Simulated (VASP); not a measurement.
# Be16H (a cell with a defect) in VASP: a series of runs

Runs on Be16H (a cell with a defect). Level: PBE. Tasks: single point.

Program: VASP 6.6.1. These are calculated values, not measurements. Logs are shortened: lines on timing, memory, paths and dates and some standing lists are left out, and cuts for length are marked.

### Step 1. The cell of the first run

The cell holds a defect, 17 atoms: a = 4.580 Å, b = 3.966 Å, c = 7.177 Å, α = 90.00°, β = 90.00°, γ = 90.00°.

### Step 2. Single point, PBE

INCAR reads:

```
  ALGO = Normal
  EDIFF = 1E-6
  ENCUT = 520
  GGA = PE
  ISIF = 2
  ISMEAR = -1
  LASPH = True
  LCHARG = False
  LREAL = Auto
  LWAVE = False
  NBANDS = 30
  NELM = 100
  PREC = Accurate
  SIGMA = 0.05
```

KPOINTS reads:

```
k-points
0
Gamma
  4 4 3
```

POSCAR reads:

```
Be16H
1.0
   -2.2900000000     -3.9663960000      0.0000000000
    3.4350000000     -1.9831980000      0.0000000000
    0.0000000000      0.0000000000      7.1768600000
Be H
16 1
Direct
    0.7516483198      0.4737626353     -0.0256658204
    0.4746823191      0.3888275141      0.1901667303
    0.7308574959      0.4723329449      0.5213840036
    0.5221033652      0.3136002056      0.7493806484
    0.4885058124     -0.0306613361     -0.0258748255
    0.2567984722      0.8440082973      0.2052011604
    0.4813337259      0.0320390778      0.5453220489
    0.2530606827      0.7668730607      0.7818739672
    0.2816319378      0.5028929076     -0.0118018186
    0.0284542176      0.3570189689      0.2625939478
    0.2840716773      0.5970958198      0.5297024047
    0.0157460959      0.3587361163      0.7562499477
   -0.0114594900     -0.0495901694     -0.0163302614
    0.7744664272      0.8027738335      0.2628029528
   -0.0698201670     -0.0021508537      0.5266369972
    0.7390947185      0.8413469885      0.7473741999
    0.2341171881      0.1634725941      0.3812670165
```

Potentials or basis: VASP PAW PBE potentials, release 64 (Be, H).

Run with:

```bash
cat potpaw_PBE.64/Be/POTCAR potpaw_PBE.64/H/POTCAR > POTCAR
mpirun -np 1 vasp_std > vasp.out
```

OUTCAR:

```text
EDIFF = 1E-6
   ENCUT = 520
   GGA = PE
   ISIF = 2
   ISMEAR = -1
   LASPH = True
   LREAL = Auto
   NELM = 100
   PREC = Accurate

 ion  position               nearest neighbor table
   1  0.752  0.474  0.974-   4 2.03  12 2.03   2 2.03   9 2.16  13 2.18  16 2.19   5 2.31   5 2.34
                            13 2.34
   2  0.475  0.389  0.190-   9 1.76   1 2.03   6 2.07  10 2.11  14 2.20   5 2.28   6 2.38
   3  0.731  0.472  0.521-   4 2.00  15 2.09   7 2.09  11 2.11  12 2.18  16 2.19  15 2.28  14 2.28
                            10 2.35
   4  0.522  0.314  0.749-   7 1.85   3 2.00   1 2.03   5 2.12  16 2.12   9 2.17   8 2.19  11 2.22
                            12 2.27  16 2.32  12 2.33
   5  0.489  0.969  0.974-   8 1.93   6 2.03  16 2.06   9 2.08   4 2.12   2 2.28  13 2.29  13 2.29
                             1 2.31   9 2.32   1 2.34
   6  0.257  0.844  0.205-   5 2.03  13 2.05   2 2.07   9 2.07  10 2.23  14 2.25  10 2.32   2 2.38

   7  0.481  0.032  0.545-   4 1.85  11 1.95  16 2.02  15 2.06   3 2.09   8 2.25
   8  0.253  0.767  0.782-   9 1.82   5 1.93  11 1.94  12 1.96  13 2.02   4 2.19   7 2.25  16 2.26
                            16 2.39
   9  0.282  0.503  0.988-   2 1.76   8 1.82   6 2.07   5 2.08  12 2.14   1 2.16   4 2.17  13 2.23
                             5 2.32  10 2.36
  10  0.028  0.357  0.263-  17 1.48   2 2.11  14 2.12   6 2.23   6 2.32   3 2.35   9 2.36
  11  0.284  0.597  0.530-   8 1.94   7 1.95   3 2.11   4 2.22  12 2.25  15 2.27
  12  0.016  0.359  0.756-   8 1.96   1 2.03   9 2.14   3 2.18  15 2.22  11 2.25   4 2.27  16 2.30
                            13 2.30   4 2.33
  13  0.989  0.950  0.984-   8 2.02   6 2.05  16 2.09   1 2.18   9 2.23   5 2.29   5 2.29  12 2.30
                            14 2.31   1 2.34
  14  0.774  0.803  0.263-  10 2.12  15 2.17   2 2.20   6 2.25   3 2.28  13 2.31
  15  0.930  0.998  0.527-  16 1.91   7 2.06   3 2.09  14 2.17  12 2.22  11 2.27   3 2.28
  16  0.739  0.841  0.747-  15 1.91   7 2.02   5 2.06  13 2.09   4 2.12   3 2.19   1 2.19   8 2.26
                            12 2.30   4 2.32   8 2.39
  17  0.234  0.163  0.381-  10 1.48

  LATTYP: Found a simple orthorhombic cell.
 ALAT       =     3.9663962620
 B/A-ratio  =     1.1547004875
 C/A-ratio  =     1.8094157835

  Lattice vectors:

 A1 = (  -3.4350000000,   1.9831980000,   0.0000000000)
 A2 = (  -2.2900000000,  -3.9663960000,   0.0000000000)
 A3 = (   0.0000000000,   0.0000000000,   7.1768600000)

Analysis of symmetry for initial positions (statically):
=====================================================================
 Subroutine PRICEL returns:
 Original cell was already a primitive cell.

 Routine SETGRP: Setting up the symmetry group for a
 simple orthorhombic supercell.

 Subroutine GETGRP returns: Found  1 space group operations
 (whereof  1 operations were pure point group operations)
 out of a pool of  8 trial point group operations.

The static configuration has the point symmetry C_1 .

Analysis of symmetry for dynamics (positions and initial velocities):
=====================================================================
 Subroutine PRICEL returns:
 Original cell was already a primitive cell.

 Routine SETGRP: Setting up the symmetry group for a
 simple orthorhombic supercell.

 Subroutine GETGRP returns: Found  1 space group operations
 (whereof  1 operations were pure point group operations)
 out of a pool of  8 trial point group operations.

The dynamic configuration has the point symmetry C_1 .

 Subroutine INISYM returns: Found  1 space group operations
 (whereof  1 operations are pure point group operations),
 and found     1 'primitive' translations

----------------------------------------------------------------------------------------

                                     Primitive cell

  volume of cell :     130.3755

  direct lattice vectors                    reciprocal lattice vectors
    -2.290000000 -3.966396000  0.000000000    -0.109170306 -0.189088533  0.000000000
     3.435000000 -1.983198000  0.000000000     0.218340611 -0.126059022  0.000000000
     0.000000000  0.000000000  7.176860000     0.000000000  0.000000000  0.139336702

  length of vectors
     4.579999697  3.966396262  7.176860000     0.218340626  0.252118027  0.139336702

  position of ions in fractional coordinates (direct lattice)
     0.751648320  0.473762635  0.974334180
     0.474682319  0.388827514  0.190166730
     0.730857496  0.472332945  0.521384004
     0.522103365  0.313600206  0.749380648
     0.488505812  0.969338664  0.974125175
     0.256798472  0.844008297  0.205201160
[... 9 lines left out ...]
     0.739094718  0.841346988  0.747374200
     0.234117188  0.163472594  0.381267016

  ion indices of the primitive-cell ions
   primitive index   ion index
                 1           1
                 2           2
                 3           3
                 4           4
                 5           5
                 6           6
[... 9 lines left out ...]
                16          16
                17          17

----------------------------------------------------------------------------------------

 KPOINTS: k-points

Automatic generation of k-mesh.
 Grid dimensions read from file:
 generate k-points for:    4    4    3

 Generating k-lattice:

  Cartesian coordinates                     Fractional coordinates (reciprocal lattice)
    -0.027292576 -0.047272133  0.000000000     0.250000000  0.000000000  0.000000000
     0.054585153 -0.031514755  0.000000000     0.000000000  0.250000000  0.000000000
     0.000000000  0.000000000  0.046445567     0.000000000  0.000000000  0.333333333

  Length of vectors
     0.054585156  0.063029507  0.046445567

  Shift w.r.t. Gamma in fractional coordinates (k-lattice)
     0.000000000  0.000000000  0.000000000

 Subroutine IBZKPT returns following result:
 ===========================================

 Found     26 irreducible k-points:

 Following reciprocal coordinates:
            Coordinates               Weight
  0.000000  0.000000  0.000000      1.000000
  0.250000  0.000000  0.000000      2.000000
  0.500000  0.000000  0.000000      1.000000
  0.000000  0.250000  0.000000      2.000000
  0.250000  0.250000  0.000000      2.000000
 -0.250000  0.250000  0.000000      2.000000
[... 16 lines left out ...]
  0.000000  0.500000  0.333333      2.000000
  0.250000  0.500000  0.333333      2.000000
 [... further k-points ...]
   k-points           NKPTS =     26   k-points in BZ     NKDIM =     26   number of bands    NBANDS=     30
   number of dos      NEDOS =    301   number of ions     NIONS =     17
   total plane-waves  NPLWV =  58320
   dimension x,y,z NGX =    36 NGY =   30 NGZ =   54
   dimension x,y,z NGXF=    72 NGYF=   60 NGZF=  108
   ions per type =              16   1
   NGX,Y,Z   is equivalent  to a cutoff of  13.07, 12.57, 12.51 a.u.
   NGXF,Y,Z  is equivalent  to a cutoff of  26.13, 25.15, 25.02 a.u.
 SYSTEM =  unknown system
   PREC   = accura    normal or accurate (medium, high low for compatibility)
   ISTART =      0    job   : 0-new  1-cont  2-samecut
   ICHARG =      2    charge: 1-file 2-atom 10-const
   ISPIN  =      1    spin polarized calculation?
   LNONCOLLINEAR =      F non collinear calculations
   LSORBIT =      F    spin-orbit coupling
   LASPH  =      T    aspherical Exc in radial PAW
   ENCUT  =  520.0 eV  38.22 Ry    6.18 a.u.   8.52  7.37 13.34*2*pi/ulx,y,z
   NELM   =    100;   NELMIN=  2; NELMDL= -5     # of ELM steps
   EDIFF  = 0.1E-05   stopping-criterion for ELM
   LREAL  =      T    real-space projection
   EDIFFG = 0.1E-04   stopping-criterion for IOM
   NSW    =      0    number of steps for IOM
   IBRION =     -1    ionic relax: 0-MD 1-quasi-New 2-CG
   NFREE  =      0    steps in history (QN), initial steepest desc. (CG)
   ISIF   =      2    stress and relaxation
   ISYM   =      2    0-nonsym 1-usesym 2-fastsym
   POTIM  = 0.5000    time-step for ionic-motion
   TEBEG  =    0.0;   TEEND  =   0.0 temperature during run
   PSTRESS=    0.0 pullay stress
   NELECT =      33.0000    total number of electrons
   NUPDOWN=      -1.0000    fix difference up-down
   EMIN   =  10.00;   EMAX   =-10.00  energy-range for DOS
   EFERMI =   0.00;   METHOD = LEGACY
   ISMEAR =    -1;   SIGMA  =   0.05  broadening in eV -4-tet -1-fermi 0-gaus
   EFERMI_NEDOS =   21; number of points for ismear=-14 and -15
   IALGO  =     38    algorithm
   IMIX   =      4    mixing-type and parameters
     AMIX     =   0.40;   BMIX     =  1.00
     AMIX_MAG =   1.60;   BMIX_MAG =  1.00
  volume/ion in A,a.u.               =       7.67        51.75
  Fermi-wavevector in a.u.,A,eV,Ry     =   1.035573  1.956950 14.591049  1.072412
  Thomas-Fermi vector in A             =   2.169923
   LORBIT       =      0    0 simple, 1 ext, 2 COOP (PROOUT), +10 PAW based schemes
   GGA     = PE    functional components
   LHFCALC =     F    Hartree Fock is set to
   AEXX    =    0.0000 exact exchange contribution
   IVDW    =     0    specifies the selected vdW correction
   LEPSILON=     F    determine dielectric tensor
   LRPA    =     F    only Hartree local field effects (RPA)
 non-spin polarized calculation
  energy-cutoff  :      520.00
  volume of cell :      130.38
 maximum number of plane-waves:      3529
 NGX is ok and might be reduce to    36
   NGX = 17   NGY = 15   NGZ = 27

 number of electron      33.0000000 magnetization

 Free energy of the ion-electron system (eV)
  ---------------------------------------------------
  ext. energy  EPLUGINS =         0.00000000
  ---------------------------------------------------
  free energy    TOTEN  =       -57.15716206 eV

  energy without entropy =      -57.13981782  energy(sigma->0) =      -57.14848994

 E-fermi :   7.0796     XC(G=0): -10.5397

 val. band max:        7.0738210265   @ k =   0.5000   0.2500   0.0000
 cond. band min:       7.0836442605   @ k =   0.0000   0.5000   0.0000
 fundamental gap:      0.0098232339
 Fermi energy:         7.0795617814

 k-point     1 :       0.0000    0.0000    0.0000
  band No.  band energies     occupation
      1      -4.7541      2.00000
      2      -2.9539      2.00000
      3      -2.4054      2.00000
      4       0.2684      2.00000
      5       0.7227      2.00000
      6       1.1576      2.00000
[... 20 lines left out ...]
     27      10.8378      0.00000
[... 691 lines left out ...]
      6       0.0875      2.00000
[... 20 lines left out ...]
     27      12.5729      0.00000
     28      13.3072      0.00000

 [... further k-points ...]

 [bands above 28 left out]

------------------------ aborting loop because EDIFF is reached ----------------------------------------

  FORCE on cell =-STRESS in cart. coord.  units (eV):
  Direction    XX          YY          ZZ          XY          YZ          ZX
  --------------------------------------------------------------------------------------
  -------------------------------------------------------------------------------------
  Total        4.2262364      5.3640776     16.8311946     -1.7576785     -2.0510152     -0.2724238
  in kB       51.9359820     65.9188486    206.8376052    -21.6000120    -25.2048110     -3.3478010
  external PRESSURE =     108.2308119 kB  Pullay stress =       0.0000000 kB

 VOLUME and BASIS-vectors are now :
 -----------------------------------------------------------------------------
  energy-cutoff  :      520.00
  volume of cell :      130.38
      direct lattice vectors                 reciprocal lattice vectors
    -2.290000000 -3.966396000  0.000000000    -0.109170306 -0.189088533  0.000000000
     3.435000000 -1.983198000  0.000000000     0.218340611 -0.126059022  0.000000000
     0.000000000  0.000000000  7.176860000     0.000000000  0.000000000  0.139336702

 POSITION                                       TOTAL-FORCE (eV/Angst)
 -----------------------------------------------------------------------------------
     -0.09390     -3.92090      6.99266         0.270923     -0.540188      0.903392
      0.24860     -2.65390      1.36480        -2.566456     -0.869305      3.495065
     -0.05120     -3.83560      3.74190         0.516101     -1.298948     -1.288312
     -0.11840     -2.69280      5.37820         1.293199      0.071174      0.850861
      2.21100     -3.86000      6.99116         0.426823     -1.462323      1.627780
      2.31110     -2.69240      1.47270         0.463856      0.055382      2.002978
[... 9 lines left out ...]
      1.19750     -4.60010      5.36380        -1.031434      0.699646      1.333505
      0.02540     -1.25280      2.73630        -0.348736     -0.254224      0.060022
 -----------------------------------------------------------------------------------
    total drift:                               -0.000359     -0.000664      0.001171

  FREE ENERGIE OF THE ION-ELECTRON SYSTEM (eV)
  ---------------------------------------------------
  free  energy   TOTEN  =       -57.1571620579 eV

  energy  without entropy=      -57.1398178193  energy(sigma->0) =      -57.14848994
```

Wall time 92 s (1 thread of AMD EPYC 9R45 (Zen 5), shared host); peak memory 0.22 GiB.

What came out:

```yaml
Free_energy: -57.1572 eV
Pressure: 10.8 GPa
Largest_force: 4.422 eV/Å
```

Forces in eV/Å, atoms in the order of the input:
```
Be   0.271 -0.540  0.903
Be  -2.566 -0.869  3.495
Be   0.516 -1.299 -1.288
Be   1.293  0.071  0.851
Be   0.427 -1.462  1.628
Be   0.464  0.055  2.003
Be  -0.071  0.742 -2.256
Be   2.571 -1.256 -2.385
Be  -0.004  2.289 -0.675
Be   0.194  1.176 -0.733
Be  -1.669  2.158 -1.477
Be  -1.010  0.784 -0.347
Be   1.046 -0.496  0.656
Be   1.038  0.366 -0.596
Be  -1.120 -2.164 -1.171
Be  -1.031  0.700  1.334
H   -0.349 -0.254  0.060
```

Stress tensor (GPa, compression positive):
```
 5.19 -2.16 -0.33
-2.16  6.59 -2.52
-0.33 -2.52 20.68
```

Caveat: the k points lie up to 0.40 Å⁻¹ apart.

[end of part 1 of 2]
